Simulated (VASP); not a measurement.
# NaLi5 (Amm2) in VASP: relaxation of cell and atoms with PBE

Aim: the relaxation of cell and atoms of NaLi5 with PBE.

Everything below comes from runs of VASP 6.6.1. Logs are shortened: lines on timing, memory, paths and dates and some standing lists are left out, and cuts for length are marked.

## (1) The cell of the first run

The structure is orthorhombic, space group Amm2 (No. 38). The conventional cell has a = 5.033 Å, b = 10.846 Å, c = 5.046 Å, α = 90.00°, β = 90.00°, γ = 90.00°. Na (site symmetry mm2) has 14 Li at 3.14 to 3.58 Å within 4.1 Å. Within 3.9 Å of Li (site symmetry m) lie 11 Li at 2.99 to 3.75 Å and 3 Na at 3.14 to 3.55 Å. Within 4.1 Å of Li (site symmetry mm2) lie 10 Li at 3.14 to 3.48 Å and 4 Na at 3.54 to 3.58 Å. Within 3.9 Å of Li (site symmetry m) lie 12 Li at 2.96 to 3.88 Å and 2 Na at 3.18 Å.

## (2) Relaxation of cell and atoms, PBE

INCAR reads:

```
SYSTEM = NaLi5
PREC = Accurate
ENCUT = 600
EDIFF = 1E-6
ISMEAR = 0
SIGMA = 0.1
LREAL = .False.
LASPH = .True.
NELM = 80
ALGO = Fast
ISIF = 3
LWAVE = .False.
LCHARG = .False.
GGA = PE
IBRION = 2
NSW = 100
EDIFFG = -0.01
```

KPOINTS reads:

```
Automatic mesh
0
Gamma
  8 8 8
  0 0 0
```

POSCAR reads:

```
NaLi5
1.0
    5.0325938279      0.0000000000      0.0000000000
    0.0000000000      5.4232443756      2.5231587708
    0.0000000000     -5.4232443756      2.5231587708
Na Li
1 5
Direct
    0.0000000000      0.0799526696      0.0799526696
    0.0000000000      0.4067758068      0.7521599302
    0.0000000000      0.7521599302      0.4067758068
    0.5000000000      0.5858302297      0.5858302297
    0.5000000000      0.2666488492      0.9084790469
    0.5000000000      0.9084790469      0.2666488492
```

Potentials or basis: VASP PAW PBE potentials, release 64 (Na_pv, Li_sv).

Run with:

```bash
$ cat potpaw_PBE.64/Na_pv/POTCAR potpaw_PBE.64/Li_sv/POTCAR > POTCAR
$ mpirun -np 1 vasp_std > vasp.out
```

OUTCAR:

```text
SYSTEM = NaLi5
   PREC = Accurate
   ENCUT = 600
   EDIFF = 1E-6
   ISMEAR = 0
   LREAL = .False.
   LASPH = .True.
   NELM = 80
   ISIF = 3
   GGA = PE
   IBRION = 2
   NSW = 100
   EDIFFG = -0.01

 ion  position               nearest neighbor table
   1  0.000  0.080  0.080-
   2  0.000  0.407  0.752-
   3  0.000  0.752  0.407-
   4  0.500  0.586  0.586-
   5  0.500  0.267  0.908-
   6  0.500  0.908  0.267-

  LATTYP: Found a base centered orthorhombic cell.
 ALAT       =     5.0463175416
 B/A-ratio  =     2.1493868869
 C/A-ratio  =     0.9972804498

  Lattice vectors:

 A1 = (   0.0000000000,   5.4232443756,   2.5231587708)
 A2 = (   0.0000000000,  -5.4232443756,   2.5231587708)
 A3 = (   5.0325938279,   0.0000000000,   0.0000000000)

Analysis of symmetry for initial positions (statically):
=====================================================================
 Subroutine PRICEL returns:
 Original cell was already a primitive cell.

 Routine SETGRP: Setting up the symmetry group for a
 base centered orthorhombic supercell.

 Subroutine GETGRP returns: Found  4 space group operations
 (whereof  4 operations were pure point group operations)
 out of a pool of  8 trial point group operations.

The static configuration has the point symmetry C_2v.

Analysis of symmetry for dynamics (positions and initial velocities):
=====================================================================
 Subroutine PRICEL returns:
 Original cell was already a primitive cell.

 Routine SETGRP: Setting up the symmetry group for a
 base centered orthorhombic supercell.

 Subroutine GETGRP returns: Found  4 space group operations
 (whereof  4 operations were pure point group operations)
 out of a pool of  8 trial point group operations.

The dynamic configuration has the point symmetry C_2v.

 Subroutine INISYM returns: Found  4 space group operations
 (whereof  4 operations are pure point group operations),
 and found     1 'primitive' translations

----------------------------------------------------------------------------------------

                                     Primitive cell

  volume of cell :     137.7291

  direct lattice vectors                    reciprocal lattice vectors
     5.032593828  0.000000000  0.000000000     0.198704691  0.000000000  0.000000000
     0.000000000  5.423244376  2.523158771     0.000000000  0.092195735  0.198164303
     0.000000000 -5.423244376  2.523158771     0.000000000 -0.092195735  0.198164303

  length of vectors
     5.032593828  5.981463846  5.981463846     0.198704691  0.218561535  0.218561535

  position of ions in fractional coordinates (direct lattice)
     0.000000000  0.079952670  0.079952670
     0.000000000  0.406775807  0.752159930
     0.000000000  0.752159930  0.406775807
     0.500000000  0.585830230  0.585830230
     0.500000000  0.266648849  0.908479047
     0.500000000  0.908479047  0.266648849

  ion indices of the primitive-cell ions
   primitive index   ion index
                 1           1
                 2           2
                 3           3
                 4           4
                 5           5
                 6           6

----------------------------------------------------------------------------------------

 KPOINTS: Automatic mesh

Automatic generation of k-mesh.
 Grid dimensions read from file:
 generate k-points for:    8    8    8

 Generating k-lattice:

  Cartesian coordinates                     Fractional coordinates (reciprocal lattice)
     0.024838086  0.000000000  0.000000000     0.125000000  0.000000000  0.000000000
     0.000000000  0.011524467  0.024770538     0.000000000  0.125000000 -0.000000000
     0.000000000 -0.011524467  0.024770538     0.000000000 -0.000000000  0.125000000

  Length of vectors
     0.024838086  0.027320192  0.027320192

  Shift w.r.t. Gamma in fractional coordinates (k-lattice)
     0.000000000  0.000000000  0.000000000

 Subroutine IBZKPT returns following result:
 ===========================================

 Found    105 irreducible k-points:

 Following reciprocal coordinates:
            Coordinates               Weight
  0.000000  0.000000  0.000000      1.000000
  0.125000  0.000000  0.000000      2.000000
  0.250000  0.000000  0.000000      2.000000
  0.375000  0.000000  0.000000      2.000000
  0.500000  0.000000  0.000000      1.000000
  0.000000  0.125000 -0.000000      4.000000
[... 16 lines left out ...]
  0.250000  0.500000 -0.000000      4.000000
  0.375000  0.500000 -0.000000      4.000000
 [... further k-points ...]
   k-points           NKPTS =    105   k-points in BZ     NKDIM =    105   number of bands    NBANDS=     15
   number of dos      NEDOS =    301   number of ions     NIONS =      6
   total plane-waves  NPLWV =  92160
   dimension x,y,z NGX =    40 NGY =   48 NGZ =   48
   dimension x,y,z NGXF=    80 NGYF=   96 NGZF=   96
   ions per type =               1   5
   NGX,Y,Z   is equivalent  to a cutoff of  13.21, 13.34, 13.34 a.u.
   NGXF,Y,Z  is equivalent  to a cutoff of  26.43, 26.68, 26.68 a.u.
 SYSTEM =  NaLi5
   PREC   = accura    normal or accurate (medium, high low for compatibility)
   ISTART =      0    job   : 0-new  1-cont  2-samecut
   ICHARG =      2    charge: 1-file 2-atom 10-const
   ISPIN  =      1    spin polarized calculation?
   LNONCOLLINEAR =      F non collinear calculations
   LSORBIT =      F    spin-orbit coupling
   LASPH  =      T    aspherical Exc in radial PAW
   ENCUT  =  600.0 eV  44.10 Ry    6.64 a.u.  10.05 11.95 11.95*2*pi/ulx,y,z
   NELM   =     80;   NELMIN=  2; NELMDL= -5     # of ELM steps
   EDIFF  = 0.1E-05   stopping-criterion for ELM
   LREAL  =      F    real-space projection
   EDIFFG = -.1E-01   stopping-criterion for IOM
   NSW    =    100    number of steps for IOM
   IBRION =      2    ionic relax: 0-MD 1-quasi-New 2-CG
   NFREE  =      1    steps in history (QN), initial steepest desc. (CG)
   ISIF   =      3    stress and relaxation
   ISYM   =      2    0-nonsym 1-usesym 2-fastsym
   POTIM  = 0.5000    time-step for ionic-motion
   TEBEG  =    0.0;   TEEND  =   0.0 temperature during run
   PSTRESS=    0.0 pullay stress
   NELECT =      22.0000    total number of electrons
   NUPDOWN=      -1.0000    fix difference up-down
   EMIN   =  10.00;   EMAX   =-10.00  energy-range for DOS
   EFERMI =   0.00;   METHOD = LEGACY
   ISMEAR =     0;   SIGMA  =   0.10  broadening in eV -4-tet -1-fermi 0-gaus
   EFERMI_NEDOS =   21; number of points for ismear=-14 and -15
   IALGO  =     68    algorithm
   IMIX   =      4    mixing-type and parameters
     AMIX     =   0.40;   BMIX     =  1.00
     AMIX_MAG =   1.60;   BMIX_MAG =  1.00
  volume/ion in A,a.u.               =      22.95       154.91
  Fermi-wavevector in a.u.,A,eV,Ry     =   0.888261  1.678570 10.735096  0.789007
  Thomas-Fermi vector in A             =   2.009667
   LORBIT       =      0    0 simple, 1 ext, 2 COOP (PROOUT), +10 PAW based schemes
   GGA     = PE    functional components
   LHFCALC =     F    Hartree Fock is set to
   AEXX    =    0.0000 exact exchange contribution
   IVDW    =     0    specifies the selected vdW correction
   LEPSILON=     F    determine dielectric tensor
   LRPA    =     F    only Hartree local field effects (RPA)
 conjugate gradient relaxation of ions
 non-spin polarized calculation
 RMM-DIIS sequential band-by-band and
 Gauss-broadening in eV      SIGMA  =   0.10
  energy-cutoff  :      600.00
  volume of cell :      137.73
 maximum number of plane-waves:      4634
   NGX = 21   NGY = 23   NGZ = 23

--------------------------------------- Ionic step        1  -------------------------------------------

 number of electron      22.0000014 magnetization

 Free energy of the ion-electron system (eV)
  ---------------------------------------------------
  ext. energy  EPLUGINS =         0.00000000
  ---------------------------------------------------
  free energy    TOTEN  =       -10.65229885 eV

  energy without entropy =      -10.63805682  energy(sigma->0) =      -10.64517783

------------------------ aborting loop because EDIFF is reached ----------------------------------------

  FORCE on cell =-STRESS in cart. coord.  units (eV):
  Direction    XX          YY          ZZ          XY          YZ          ZX
  --------------------------------------------------------------------------------------
  -------------------------------------------------------------------------------------
  Total       -0.0874007      0.0287138     -0.0569836      0.0000000      0.0000000      0.0000000
  in kB       -1.0167169      0.3340220     -0.6628794      0.0000000      0.0000000      0.0000000
  external PRESSURE =      -0.4485248 kB  Pullay stress =       0.0000000 kB

 VOLUME and BASIS-vectors are now :
 -----------------------------------------------------------------------------
  energy-cutoff  :      600.00
  volume of cell :      137.73
      direct lattice vectors                 reciprocal lattice vectors
     5.032593828  0.000000000  0.000000000     0.198704691  0.000000000  0.000000000
     0.000000000  5.423244376  2.523158771     0.000000000  0.092195735  0.198164303
     0.000000000 -5.423244376  2.523158771     0.000000000 -0.092195735  0.198164303
[... 41 lines left out ...]
 POSITION                                       TOTAL-FORCE (eV/Angst)
 -----------------------------------------------------------------------------------
      0.00000      0.00000      0.40328         0.000000      0.000000      0.000125
      0.00000     -1.87308      2.92295         0.000000      0.008630      0.002238
      0.00000      1.87308      2.92295         0.000000     -0.008630      0.002238
      2.51453      0.00000      2.95489         0.000000      0.000000     -0.000993
      2.51453     -3.48174      2.96359         0.000000     -0.002244     -0.001805
      2.51453      3.48174      2.96359         0.000000      0.002244     -0.001805
 -----------------------------------------------------------------------------------
    total drift:                                0.000000      0.000000      0.001911

  FREE ENERGIE OF THE ION-ELECTRON SYSTEM (eV)
  ---------------------------------------------------
  free  energy   TOTEN  =       -10.6524098119 eV

  energy  without entropy=      -10.6381624060  energy(sigma->0) =      -10.64528611

--------------------------------------- Ionic step        3  -------------------------------------------

 number of electron      22.0000013 magnetization

 Free energy of the ion-electron system (eV)
  ---------------------------------------------------
  ext. energy  EPLUGINS =         0.00000000
  ---------------------------------------------------
  free energy    TOTEN  =       -10.65266649 eV

  energy without entropy =      -10.63839800  energy(sigma->0) =      -10.64553224

 E-fermi :   0.6043     XC(G=0):  -6.9496

 val. band max:        0.5892143483   @ k =   0.1250   0.5000   0.3750
 cond. band min:       0.6090349705   @ k =   0.1250   0.1250  -0.0000
 fundamental gap:      0.0198206222
 Fermi energy:         0.6043124400

 k-point     1 :       0.0000    0.0000    0.0000
  band No.  band energies     occupation
      1     -46.1935      2.00000
      2     -46.1859      2.00000
      3     -46.1621      2.00000
      4     -46.1438      2.00000
      5     -46.1357      2.00000
      6     -23.7370      2.00000
      7     -23.7338      2.00000
      8     -23.7337      2.00000
      9      -2.9592      2.00000
     10       0.9735      0.00000
     11       1.1869      0.00000
     12       1.1910      0.00000
     13       1.8292      0.00000
     14       2.6074      0.00000
     15       3.4828      0.00000
[... 397 lines left out ...]
 k-point    24 :       0.3750    0.5000   -0.0000
  band No.  band energies     occupation
      1     -46.1894      2.00000
      2     -46.1892      2.00000
      3     -46.1621      2.00000
      4     -46.1403      2.00000
      5     -46.1402      2.00000
      6     -23.7377      2.00000
      7     -23.7343      2.00000
      8     -23.7338      2.00000
      9      -0.8615      2.00000
     10      -0.8043      2.00000
     11       0.3379      1.99983
     12       0.3646      1.99930
     13       0.8085      0.00389
     14       0.9281      0.00000
     15       3.4296      0.00000

 [... further k-points ...]
[... 5 lines left out ...]
  --------------------------------------------------------------------------------------
  -------------------------------------------------------------------------------------
  Total       -0.0542708      0.0547924     -0.0321156      0.0000000      0.0000000      0.0000000
  in kB       -0.6336787      0.6397698     -0.3749893      0.0000000      0.0000000      0.0000000
  external PRESSURE =      -0.1229661 kB  Pullay stress =       0.0000000 kB

 VOLUME and BASIS-vectors are now :
 -----------------------------------------------------------------------------
  energy-cutoff  :      600.00
  volume of cell :      137.22
      direct lattice vectors                 reciprocal lattice vectors
     5.018447397  0.000000000  0.000000000     0.199264817  0.000000000  0.000000000
     0.000000000  5.428252662  2.518534597     0.000000000  0.092110672  0.198528144
     0.000000000 -5.428252662  2.518534597     0.000000000 -0.092110672  0.198528144

 POSITION                                       TOTAL-FORCE (eV/Angst)
 -----------------------------------------------------------------------------------
      0.00000      0.00000      0.40272         0.000000      0.000000      0.000565
      0.00000     -1.87300      2.91927         0.000000      0.006633      0.002133
      0.00000      1.87300      2.91927         0.000000     -0.006633      0.002133
      2.50922      0.00000      2.95069         0.000000      0.000000     -0.001111
      2.50922     -3.48457      2.95925         0.000000     -0.001928     -0.001860
      2.50922      3.48457      2.95925         0.000000      0.001928     -0.001860
 -----------------------------------------------------------------------------------
    total drift:                                0.000000      0.000000      0.001784

  FREE ENERGIE OF THE ION-ELECTRON SYSTEM (eV)
  ---------------------------------------------------
  free  energy   TOTEN  =       -10.6526664859 eV

  energy  without entropy=      -10.6383979957  energy(sigma->0) =      -10.64553224

 reached required accuracy - stopping structural energy minimisation
```

Run time: 38 min. Hardware: 1 thread of Intel Xeon 8259CL, shared host; peak memory 0.46 GiB.

Results:

```
Free energy                           : -10.6527 eV
Relaxed volume                        : 22.87 Å³/atom
Relaxed cell                          : a = 5.018 Å, b = 5.984 Å, c = 5.984 Å, α = 130.22°, β = 90.00°, γ = 90.00°
Space group after relaxing (to 0.1 Å) : Cmmm (No. 65)
Energy gained by relaxing             : 0.1 meV/atom
Ionic steps                           : 3
Pressure after relaxing               : 0.0 GPa
Largest force after relaxing          : 0.007 eV/Å
Band gap on the k mesh                : zero (bands 11 and 12 overlap by 2.44 eV)
```

Forces on the atoms (eV/Å):
```
Na   0.000  0.000  0.001
Li   0.000  0.007  0.002
Li   0.000 -0.007  0.002
Li   0.000  0.000 -0.001
Li   0.000 -0.002 -0.002
Li   0.000  0.002 -0.002
```

Step by step:
```
step  energy change (eV)  largest force (eV/Å)  pressure (GPa)  volume (Å³)
   1              0.0000                0.0098           -0.04       137.73
   2             -0.0001                0.0089           -0.05       137.60
   3             -0.0004                0.0070           -0.01       137.22
```

Final structure:
```xyz
6
Lattice="5.0184 0.0000 0.0000 0.0000 5.4283 2.5185 0.0000 -5.4283 2.5185" Properties=species:S:1:pos:R:3 pbc="T T T"
Na    0.0000    0.0000    0.4027
Li    0.0000   -1.8730    2.9193
Li    0.0000    1.8730    2.9193
Li    2.5092    0.0000    2.9507
Li    2.5092   -3.4846    2.9592
Li    2.5092    3.4846    2.9592
```

Caveat: the cutoff is under 1.25 times the usual one of these potentials, so pressure, stress and relaxed cells hold a basis-set (Pulay) error.
